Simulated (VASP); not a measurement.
# Sn (P6_3/mmc) in VASP: a series of runs

The runs below take Sn through single point, relaxation of cell and atoms, with PBEsol.

Program: VASP 6.6.1. These are calculated values, not measurements. Logs are shortened: lines on timing, memory, paths and dates and some standing lists are left out, and cuts for length are marked.

### Step 1. The cell of the first run

The structure is hexagonal, space group P6_3/mmc (No. 194). Conventional cell: a = 2.758 Å, b = 2.758 Å, c = 4.391 Å, α = 90.00°, β = 90.00°, γ = 120.00°. Sn (site symmetry -6m2) has 12 Sn at 2.71 to 2.76 Å within 3.6 Å.

This isn't the form of Sn at room conditions, which is tetragonal (white tin).

### Step 2. Single point, PBEsol

INCAR

```
ALGO = Fast ; EDIFF = 1E-7
ENCUT = 520 ; GGA = PS
ISIF = 2 ; ISMEAR = 0
LASPH = True ; LCHARG = True
LELF = True ; LREAL = False
LVHAR = True ; LWAVE = False
NBANDS = 21 ; NELM = 60
PREC = Accurate ; SIGMA = 0.1
```

KPOINTS

```
k-points
0
Gamma
  9 9 4
```

POSCAR

```
Sn
1.0
    2.7575438900      0.0000000000      0.0000000000
   -1.3787719500      2.3881030600      0.0000000000
    0.0000000000      0.0000000000      4.3914227800
Sn
2
Direct
    0.3333333300      0.6666666700      0.2500000000
    0.6666666700      0.3333333300      0.7500000000
```

Potentials or basis: VASP PAW PBE potentials, release 64 (Sn_d).

Command:

```sh
cat potpaw_PBE.64/Sn_d/POTCAR > POTCAR
mpirun -np 1 vasp_std > vasp.out
```

OUTCAR:

```text
EDIFF = 1E-7
   ENCUT = 520
   GGA = PS
   ISIF = 2
   ISMEAR = 0
   LASPH = True
   LREAL = False
   NELM = 60
   PREC = Accurate

 ion  position               nearest neighbor table
   1  0.333  0.667  0.250-   2 2.71   2 2.71   2 2.71   2 2.71   2 2.71   2 2.71
   2  0.667  0.333  0.750-   1 2.71   1 2.71   1 2.71   1 2.71   1 2.71   1 2.71

  LATTYP: Found a hexagonal cell.
 ALAT       =     2.7575438900
 C/A-ratio  =     1.5925123788

  Lattice vectors:

 A1 = (   2.7575438900,   0.0000000000,   0.0000000000)
 A2 = (  -1.3787719500,   2.3881030600,   0.0000000000)
 A3 = (   0.0000000000,   0.0000000000,   4.3914227800)

Analysis of symmetry for initial positions (statically):
=====================================================================
 Subroutine PRICEL returns:
 Original cell was already a primitive cell.

 Routine SETGRP: Setting up the symmetry group for a
 hexagonal supercell.

 Subroutine GETGRP returns: Found 24 space group operations
 (whereof 12 operations were pure point group operations)
 out of a pool of 24 trial point group operations.

The static configuration has the point symmetry D_3d.
 The point group associated with its full space group is D_6h.

Analysis of symmetry for dynamics (positions and initial velocities):
=====================================================================
 Subroutine PRICEL returns:
 Original cell was already a primitive cell.

 Routine SETGRP: Setting up the symmetry group for a
 hexagonal supercell.

 Subroutine GETGRP returns: Found 24 space group operations
 (whereof 12 operations were pure point group operations)
 out of a pool of 24 trial point group operations.

The dynamic configuration has the point symmetry D_3d.
 The point group associated with its full space group is D_6h.

 Subroutine INISYM returns: Found 24 space group operations
 (whereof 12 operations are pure point group operations),
 and found     1 'primitive' translations

----------------------------------------------------------------------------------------

                                     Primitive cell

  volume of cell :      28.9188

  direct lattice vectors                    reciprocal lattice vectors
     2.757543890  0.000000000  0.000000000     0.362641553  0.209371199  0.000000000
    -1.378771950  2.388103060  0.000000000     0.000000000  0.418742397  0.000000000
     0.000000000  0.000000000  4.391422780     0.000000000  0.000000000  0.227716631

  length of vectors
     2.757543890  2.757543892  4.391422780     0.418742397  0.418742397  0.227716631

[... 79 lines left out ...]
   NELM   =     60;   NELMIN=  2; NELMDL= -5     # of ELM steps
   EDIFF  = 0.1E-06   stopping-criterion for ELM
   LREAL  =      F    real-space projection
   EDIFFG = 0.1E-05   stopping-criterion for IOM
   NSW    =      0    number of steps for IOM
   IBRION =     -1    ionic relax: 0-MD 1-quasi-New 2-CG
   NFREE  =      0    steps in history (QN), initial steepest desc. (CG)
   ISIF   =      2    stress and relaxation
   ISYM   =      2    0-nonsym 1-usesym 2-fastsym
   POTIM  = 0.5000    time-step for ionic-motion
   TEBEG  =    0.0;   TEEND  =   0.0 temperature during run
   PSTRESS=    0.0 pullay stress
   NELECT =      28.0000    total number of electrons
   NUPDOWN=      -1.0000    fix difference up-down
   EMIN   =  10.00;   EMAX   =-10.00  energy-range for DOS
   EFERMI =   0.00;   METHOD = LEGACY
   ISMEAR =     0;   SIGMA  =   0.10  broadening in eV -4-tet -1-fermi 0-gaus
   EFERMI_NEDOS =   21; number of points for ismear=-14 and -15
   IALGO  =     68    algorithm
   IMIX   =      4    mixing-type and parameters
     AMIX     =   0.40;   BMIX     =  1.00
     AMIX_MAG =   1.60;   BMIX_MAG =  1.00
  volume/ion in A,a.u.               =      14.46        97.58
  Fermi-wavevector in a.u.,A,eV,Ry     =   1.619573  3.060550 35.688319  2.623017
  Thomas-Fermi vector in A             =   2.713652
   LORBIT       =      0    0 simple, 1 ext, 2 COOP (PROOUT), +10 PAW based schemes
   GGA     = PS    functional components
   LHFCALC =     F    Hartree Fock is set to
   AEXX    =    0.0000 exact exchange contribution
   IVDW    =     0    specifies the selected vdW correction
   LEPSILON=     F    determine dielectric tensor
   LRPA    =     F    only Hartree local field effects (RPA)
 non-spin polarized calculation
 RMM-DIIS sequential band-by-band and
 Gauss-broadening in eV      SIGMA  =   0.10
  energy-cutoff  :      520.00
  volume of cell :       28.92
 maximum number of plane-waves:       808
 NGX is ok and might be reduce to    24
   NGX = 11   NGY = 11   NGZ = 17

 number of electron      27.9999995 magnetization

 Free energy of the ion-electron system (eV)
  ---------------------------------------------------
  ext. energy  EPLUGINS =         0.00000000
  ---------------------------------------------------
  free energy    TOTEN  =        -2.81630950 eV

  energy without entropy =       -2.81248333  energy(sigma->0) =       -2.81439642

 E-fermi :  18.9077     XC(G=0): -13.8478

 val. band max:       18.8733480157   @ k =   0.2222   0.2222   0.2500
 cond. band min:      18.9417313997   @ k =   0.3333   0.3333   0.0000
 fundamental gap:      0.0683833840
 Fermi energy:        18.9076531724

 k-point     1 :       0.0000    0.0000    0.0000
  band No.  band energies     occupation
      1      -4.5565      2.00000
      2      -4.1969      2.00000
      3      -4.1577      2.00000
      4      -4.1577      2.00000
      5      -4.0573      2.00000
      6      -4.0573      2.00000
[... 565 lines left out ...]
     20      34.6833      0.00000
     21      35.4877      0.00000

 [... further k-points ...]

------------------------ aborting loop because EDIFF is reached ----------------------------------------

  FORCE on cell =-STRESS in cart. coord.  units (eV):
  Direction    XX          YY          ZZ          XY          YZ          ZX
  --------------------------------------------------------------------------------------
  -------------------------------------------------------------------------------------
  Total       23.8718760     23.8718760     26.9674651     -0.0000000     -0.0000000      0.0000000
  in kB     1322.5630427   1322.5630419   1494.0666067     -0.0000028     -0.0000000      0.0000000
  external PRESSURE =    1379.7308971 kB  Pullay stress =       0.0000000 kB

 VOLUME and BASIS-vectors are now :
 -----------------------------------------------------------------------------
  energy-cutoff  :      520.00
  volume of cell :       28.92
      direct lattice vectors                 reciprocal lattice vectors
     2.757543890  0.000000000  0.000000000     0.362641553  0.209371199  0.000000000
    -1.378771950  2.388103060  0.000000000     0.000000000  0.418742397  0.000000000
     0.000000000  0.000000000  4.391422780     0.000000000  0.000000000  0.227716631

 POSITION                                       TOTAL-FORCE (eV/Angst)
 -----------------------------------------------------------------------------------
     -0.00000      1.59207      1.09786        -0.000000      0.000000      0.000000
      1.37877      0.79603      3.29357         0.000000     -0.000000      0.000000
 -----------------------------------------------------------------------------------
    total drift:                               -0.000002      0.000001      0.000000

  FREE ENERGIE OF THE ION-ELECTRON SYSTEM (eV)
  ---------------------------------------------------
  free  energy   TOTEN  =        -2.8163095017 eV

  energy  without entropy=       -2.8124833336  energy(sigma->0) =       -2.81439642
```

It took 30 s on 1 thread of Intel Xeon 8259CL, shared host; peak memory 0.16 GiB.

Results:

- Free energy: -2.8163 eV
- Pressure: 138.0 GPa
- Band gap on the k mesh: zero (bands 14 and 15 overlap by 13.67 eV)

Stress tensor (GPa, compression positive):
```
132.26   0.00   0.00
  0.00 132.26   0.00
  0.00   0.00 149.41
```

Caveat: the cell stands under pressure; the PAW data sets were made with another functional, which shifts forces and pressure a little; spin-orbit coupling is left out, which moves the levels of the heavy elements.

### Step 3. Single point, PBEsol

This run uses another cell than the first one, of 26.19 Å³/atom.

INCAR

```
PREC = Accurate
ENCUT = 520
EDIFF = 1E-7
ISMEAR = 0
SIGMA = 0.1
LREAL = F
LASPH = T
NELM = 80
ALGO = Normal
ISIF = 2
LWAVE = F
LCHARG = T
GGA = PS
LELF = T
LVHAR = T
NBANDS = 21
```

KPOINTS

```
regular mesh
0
Gamma
  9 9 4
```

POSCAR

```
Sn
1.0
    3.3451273938      0.0000000035      0.0000000000
   -1.6725636999      2.8969653001      0.0000000000
    0.0000000000      0.0000000000      5.4054162177
Sn
2
Direct
    0.3333333333      0.6666666667      0.2500000000
    0.6666666667      0.3333333333      0.7500000000
```

Potentials or basis: VASP PAW PBE potentials, release 64 (Sn_d).

Command:

```sh
cat potpaw_PBE.64/Sn_d/POTCAR > POTCAR
mpirun -np 1 vasp_std > vasp.out
```

Run time: 47 s. Hardware: 1 thread of Intel Xeon 8259CL, shared host; peak memory 0.19 GiB.

The run converged. Its results:

```yaml
Free_energy: -8.5035 eV
Pressure: -0.2 GPa
Band_gap_on_the_k_mesh: zero (bands 14 and 15 overlap by 7.84 eV)
```

Levels at points of the mesh, in eV from the Fermi level:
```tsv
k point	band 12	band 13	band 14	band 15	band 16	band 17
(0.00, 0.00, 0.00)	-6.82	-4.87	5.72	5.72	7.58	7.58
(0.00, 0.00, 0.50)	-10.14	1.10	1.10	6.69	6.69	6.69
```

Caveat: the PAW data sets were made with another functional, which shifts forces and pressure a little; spin-orbit coupling is left out, which moves the levels of the heavy elements.

### Step 4. Relaxation of cell and atoms, PBEsol

INCAR

```
SYSTEM = Sn
ALGO     = Fast           ! electronic algorithm
EDIFF    = 1E-6           ! SCF threshold, eV
EDIFFG   = -0.05          ! ionic threshold
ENCUT    = 600            ! plane-wave cutoff, eV
GGA      = PS             ! functional
IBRION   = 2              ! ionic algorithm
ISIF     = 3              ! what is computed and relaxed
ISMEAR   = 0              ! smearing method
LASPH    = .True.         ! aspherical terms in the spheres
LCHARG   = .False.        ! write CHGCAR
LREAL    = .False.        ! projectors in reciprocal space
LWAVE    = .False.        ! write WAVECAR
NELM     = 100            ! most SCF steps
NSW      = 100            ! ionic steps
PREC     = Accurate       ! precision mode
SIGMA    = 0.1            ! smearing width, eV
```

KPOINTS

```
k-points
0
Gamma
  9 9 4
  0 0 0
```

POSCAR

```
Sn
1.0
    2.7575438900      0.0000000000      0.0000000000
   -1.3787719500      2.3881030600      0.0000000000
    0.0000000000      0.0000000000      4.3914227800
Sn
2
Direct
    0.3333333300      0.6666666700      0.2500000000
    0.6666666700      0.3333333300      0.7500000000
```

Command:

```sh
cat potpaw_PBE.64/Sn_d/POTCAR > POTCAR
mpirun -np 1 vasp_std > vasp.out
```

Wall time 16 min (1 thread of Intel Xeon 8259CL, shared host); peak memory 0.17 GiB.

Results (log left out):

```
Free energy                           : -8.4960 eV
Relaxed volume                        : 26.14 Å³/atom
Relaxed cell                          : a = 3.341 Å, b = 3.341 Å, c = 5.406 Å, α = 90.00°, β = 90.00°, γ = 120.00°
Space group after relaxing (to 0.1 Å) : P6_3/mmc (No. 194)
Pressure after relaxing               : -0.1 GPa
Band gap on the k mesh                : zero (bands 14 and 15 overlap by 7.87 eV)
```

Stress tensor (GPa, compression positive):
```
-0.04  0.00  0.00
 0.00 -0.04  0.00
 0.00  0.00 -0.16
```

Final structure:
```yaml
crystal:
  lattice:
    - [3.34142, 0.00000, 0.00000]
    - [-1.67071, 2.89376, 0.00000]
    - [0.00000, 0.00000, 5.40648]
  atoms:
    - { symbol: Sn, position: [0.33333, 0.66667, 0.25000] }
    - { symbol: Sn, position: [0.66667, 0.33333, 0.75000] }
```

Levels at points of the mesh, in eV from the Fermi level:
```tsv
k point	band 12	band 13	band 14	band 15	band 16	band 17
(0.00, 0.00, 0.00)	-6.84	-4.89	5.74	5.74	7.60	7.60
(0.00, 0.00, 0.50)	-10.16	1.08	1.08	6.71	6.71	6.71
```

Caveat: the volume moved by over 15 % at a fixed basis, so the end points are rough; the PAW data sets were made with another functional, which shifts forces and pressure a little; spin-orbit coupling is left out, which moves the levels of the heavy elements.

[end of part 1 of 2]
